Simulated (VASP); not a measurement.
# AgCl in VASP: notebook, part 2 of 2

VASP 6.6.1.

### Step 3. Single point, PBEsol (strain -0.030 along x and y, +0.000 along z)

INCAR

```
PREC = Accurate
ENCUT = 520
EDIFF = 1E-6
ISMEAR = 0
SIGMA = 0.05
LREAL = False
LASPH = True
NELM = 80
ALGO = Normal
ISIF = 2
LWAVE = False
LCHARG = True
GGA = PS
LELF = True
LVHAR = True
NBANDS = 16
```

KPOINTS

```
Automatic mesh
0
Gamma
  8 8 8
```

POSCAR

```
AgCl
1.0
    0.0000000000      2.6899555000      2.7731500000
    2.6899555000      0.0000000000      2.7731500000
    2.6899555000      2.6899555000      0.0000000000
Ag Cl
1 1
Direct
    0.5000000000      0.5000000000      0.5000000000
    0.0000000000      0.0000000000      0.0000000000
```

Potentials or basis: VASP PAW PBE potentials, release 64 (Ag, Cl).

Command:

```sh
$ cat potpaw_PBE.64/Ag/POTCAR potpaw_PBE.64/Cl/POTCAR > POTCAR
$ mpirun -np 1 vasp_std > vasp.out
```

OUTCAR:

```text
PREC = Accurate
   ENCUT = 520
   EDIFF = 1E-6
   ISMEAR = 0
   LREAL = False
   LASPH = True
   NELM = 80
   ISIF = 2
   GGA = PS

 ion  position               nearest neighbor table
   1  0.500  0.500  0.500-   2 2.69   2 2.69   2 2.69   2 2.69   2 2.77   2 2.77
   2  0.000  0.000  0.000-   1 2.69   1 2.69   1 2.69   1 2.69   1 2.77   1 2.77

  LATTYP: Found a body centered tetragonal cell.
 ALAT       =     3.8041715503
 C/A-ratio  =     1.4579521262

  Lattice vectors:

 A1 = (  -2.6899555000,   0.0000000000,   2.7731500000)
 A2 = (   2.6899555000,   0.0000000000,   2.7731500000)
 A3 = (   0.0000000000,   2.6899555000,  -2.7731500000)

Analysis of symmetry for initial positions (statically):
=====================================================================
 Subroutine PRICEL returns:
 Original cell was already a primitive cell.

 Routine SETGRP: Setting up the symmetry group for a
 body centered tetragonal supercell.

 Subroutine GETGRP returns: Found 16 space group operations
 (whereof 16 operations were pure point group operations)
 out of a pool of 16 trial point group operations.
[... 158 lines left out ...]
  ext. energy  EPLUGINS =         0.00000000
  ---------------------------------------------------
  free energy    TOTEN  =        -6.05817579 eV

  energy without entropy =       -6.05817579  energy(sigma->0) =       -6.05817579

 E-fermi :   4.8279     XC(G=0): -10.5355

 val. band max:        4.6187594398   @ k =   0.5000   0.0000   0.0000
 cond. band min:       5.2424884929   @ k =   0.0000   0.0000   0.0000
 fundamental gap:      0.6237290531
 Fermi energy:         4.8279086372

 k-point     1 :       0.0000    0.0000    0.0000
  band No.  band energies     occupation
      1     -11.0620      2.00000
      2       1.7068      2.00000
      3       1.7965      2.00000
      4       1.7965      2.00000
      5       1.8040      2.00000
      6       1.8139      2.00000
[... 433 lines left out ...]
      3       0.1030      2.00000
      4       0.3348      2.00000
      5       1.9660      2.00000
      6       2.1679      2.00000
[... 8 lines left out ...]
     15      18.2791      0.00000
     16      18.6088      0.00000

 [... further k-points ...]
[... 5 lines left out ...]
  --------------------------------------------------------------------------------------
  -------------------------------------------------------------------------------------
  Total        0.1860698      0.1860698     -0.0684130      0.0000000      0.0000000      0.0000000
  in kB        7.4283608      7.4283608     -2.7312142      0.0000000      0.0000000      0.0000000
  external PRESSURE =       4.0418358 kB  Pullay stress =       0.0000000 kB

 VOLUME and BASIS-vectors are now :
 -----------------------------------------------------------------------------
  energy-cutoff  :      520.00
  volume of cell :       40.13
      direct lattice vectors                 reciprocal lattice vectors
     0.000000000  2.689955500  2.773150000    -0.185876681  0.185876681  0.180300380
     2.689955500  0.000000000  2.773150000     0.185876681 -0.185876681  0.180300380
     2.689955500  2.689955500  0.000000000     0.185876681  0.185876681 -0.180300380

 POSITION                                       TOTAL-FORCE (eV/Angst)
 -----------------------------------------------------------------------------------
      2.68996      2.68996      2.77315         0.000000     -0.000000     -0.000000
      0.00000      0.00000      0.00000        -0.000000      0.000000      0.000000
 -----------------------------------------------------------------------------------
    total drift:                                0.000000      0.000000      0.000000

  FREE ENERGIE OF THE ION-ELECTRON SYSTEM (eV)
  ---------------------------------------------------
  free  energy   TOTEN  =        -6.0581757937 eV

  energy  without entropy=       -6.0581757937  energy(sigma->0) =       -6.05817579
```

OSZICAR:

```text
N       E                     dE             d eps       ncg     rms          rms(c)
DAV:   1     0.898451548988E+02    0.89845E+02   -0.85386E+03  1896   0.102E+03
DAV:   2    -0.330023382155E+01   -0.93145E+02   -0.85811E+02  2344   0.219E+02
DAV:   3    -0.620401698754E+01   -0.29038E+01   -0.28962E+01  2368   0.392E+01
DAV:   4    -0.621792099081E+01   -0.13904E-01   -0.13902E-01  2424   0.308E+00
DAV:   5    -0.621806120645E+01   -0.14022E-03   -0.14021E-03  2320   0.311E-01    0.766E+00
DAV:   6    -0.606263105868E+01    0.15543E+00   -0.28154E-01  2496   0.715E+00    0.494E+00
DAV:   7    -0.605954784181E+01    0.30832E-02   -0.66229E-02  2168   0.171E+00    0.212E+00
DAV:   8    -0.605818141520E+01    0.13664E-02   -0.35216E-03  2312   0.618E-01    0.298E-01
DAV:   9    -0.605815167799E+01    0.29737E-04   -0.38366E-04  2400   0.245E-01    0.407E-02
DAV:  10    -0.605817221607E+01   -0.20538E-04   -0.27663E-05  2464   0.507E-02    0.138E-02
DAV:  11    -0.605817579435E+01   -0.35783E-05   -0.29878E-06  2288   0.141E-02    0.316E-03
DAV:  12    -0.605817579370E+01    0.64438E-09   -0.22589E-07  1264   0.353E-03
   1 F= -.60581758E+01 E0= -.60581758E+01  d E =-.557562E-11
```

stdout:

```text
POSCAR found type information on POSCAR AgCl
 POSCAR found :  2 types and       2 ions
 scaLAPACK will be used
 -----------------------------------------------------------------------------
|                                                                             |
|                                                                             |
|     You enforced a specific xc type in the INCAR file but a different       |
|     I HOPE YOU KNOW WHAT YOU ARE DOING!                                     |
|                                                                             |
 -----------------------------------------------------------------------------

 LDA part: xc-table for (Slater+PW92), standard interpolation
 POSCAR, INCAR and KPOINTS ok, starting setup
 FFT: planning ... GRIDC
 FFT: planning ... GRID_SOFT
 FFT: planning ... GRID
 WAVECAR not read
 entering main loop
```

Run time: 20 s. Hardware: 1 thread of Intel Xeon Platinum 8488C (Sapphire Rapids), shared host; peak memory 0.18 GiB.

Results:

```
Free energy            : -6.0582 eV
Pressure               : 0.4 GPa
Band gap on the k mesh : 0.62 eV, indirect (least direct gap 3.25 eV)
```

Stress tensor (GPa, compression positive):
```
 0.74  0.00  0.00
 0.00  0.74  0.00
 0.00  0.00 -0.27
```

Caveat: the cell differs from its parent crystal (strain -0.030 along x and y, +0.000 along z); the PAW data sets were made with another functional, which shifts forces and pressure a little. A k mesh can miss the band edges.
